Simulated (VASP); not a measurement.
Input of a VASP 6.6.1 run:

Contents of INCAR:

```
SYSTEM = C
ALGO     = Normal         ! electronic algorithm
EDIFF    = 1E-6           ! SCF threshold, eV
ENCUT    = 520            ! plane-wave cutoff, eV
GGA      = PS             ! functional
ISIF     = 2              ! what is computed and relaxed
ISMEAR   = 0              ! smearing method
IVDW     = 12             ! dispersion correction
LASPH    = .TRUE.         ! aspherical terms in the spheres
LCHARG   = .TRUE.         ! write CHGCAR
LELF     = .TRUE.         ! ELF
LREAL    = .FALSE.        ! projectors in reciprocal space
LVHAR    = .TRUE.       
LWAVE    = .FALSE.        ! write WAVECAR
NBANDS   = 11             ! bands
NELM     = 100            ! most SCF steps
PREC     = Accurate       ! precision mode
SIGMA    = 0.05           ! smearing width, eV
```

File KPOINTS:

```
k-points
0
G
  15 15 15
  0 0 0
```

Contents of POSCAR:

```
C
1.0
    1.2189287796      0.7037488590      3.2563122841
   -1.2189287796      0.7037488590      3.2563122841
    0.0000000000     -1.4074977180      3.2563122841
C
2
Direct
    0.1503118573      0.1828551861      0.1665835217
    0.8496881427      0.8171448139      0.8334164783
```

Potentials or basis: VASP PAW PBE potentials, release 64 (C).

Launch:

```console
$ cat potpaw_PBE.64/C/POTCAR > POTCAR
$ mpirun -np 1 vasp_std > vasp.out
```

**Question.** What does it give for the pressure?

**Answer.** 11.9 GPa.

**Question.** Predict the dispersion energy per atom.

**Answer.** -0.113 eV.

Forces on the atoms (eV/Å):
```
C    4.660 -0.472  0.006
C   -4.660  0.472 -0.006
```

Caveat: the cell differs from its parent crystal (atoms displaced along a vibrational mode, the cell strained); the cell stands under pressure; the PAW data sets were made with another functional, which shifts forces and pressure a little.
